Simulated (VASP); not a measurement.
Input of a VASP 6.6.1 run:

The input INCAR:

```
PREC = Accurate
ENCUT = 520
EDIFF = 1E-6
ISMEAR = -1
SIGMA = 0.05
LREAL = False
LASPH = True
NELM = 60
ALGO = Normal
ISIF = 2
LWAVE = False
LCHARG = False
GGA = PE
NBANDS = 15
```

Contents of KPOINTS:

```
Automatic mesh
0
Gamma
  15 15 15
```

The input POSCAR:

```
ZrC
1.0
    0.0000000000      2.3811373624      2.3811373624
    2.3811373624      0.0000000000      2.3811373624
    2.3811373624      2.3811373624      0.0000000000
Zr C
1 1
Direct
    0.5000000000      0.5000000000      0.5000000000
    0.0000000000      0.0000000000      0.0000000000
```

Potentials or basis: VASP PAW PBE potentials, release 64 (Zr_sv, C).

Launch:

```sh
$ cat potpaw_PBE.64/Zr_sv/POTCAR potpaw_PBE.64/C/POTCAR > POTCAR
$ mpirun -np 1 vasp_std > vasp.out
```

Question: Estimate the pressure.

Answer: -6.8 GPa.

Question: What does it give for the band gap on the k mesh?

Answer: Zero (band 8 reaches 10.09 eV, above the bottom of band 9 at 8.81 eV).
